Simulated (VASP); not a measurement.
A run of VASP 6.6.1 is set up as follows.

Contents of INCAR:

```
SYSTEM = Fe
ALGO = Normal ; EDIFF = 1E-6
ENCUT = 600 ; GGA = PE
GGA_COMPAT = .FALSE. ; ISIF = 2
ISMEAR = -1 ; ISPIN = 2
LASPH = .TRUE. ; LCHARG = .TRUE.
LELF = .TRUE. ; LMAXMIX = 4
LORBIT = 11 ; LREAL = .FALSE.
LVHAR = .TRUE. ; LWAVE = .FALSE.
MAGMOM = 2.5 ; NBANDS = 14
NELM = 200 ; PREC = Accurate
SIGMA = 0.1
```

File KPOINTS:

```
k-points
0
G
  6 6 6
  0 0 0
```

Contents of POSCAR:

```
Fe
1.0
   -1.4150000000      1.4150000000      1.4150000000
    1.4150000000     -1.4150000000      1.4150000000
    1.4150000000      1.4150000000     -1.4150000000
Fe
1
Direct
    0.0000000000      0.0000000000      0.0000000000
```

Potentials or basis: VASP PAW PBE potentials, release 64 (Fe).

The run is started by

```bash
$ cat potpaw_PBE.64/Fe/POTCAR > POTCAR
$ mpirun -np 1 vasp_std > vasp.out
```

Estimate the site moments.

Fe +2.21 μB.

What does it give for the net moment?

2.21 μB per cell.

Caveat: the k points lie up to 0.52 Å⁻¹ apart.
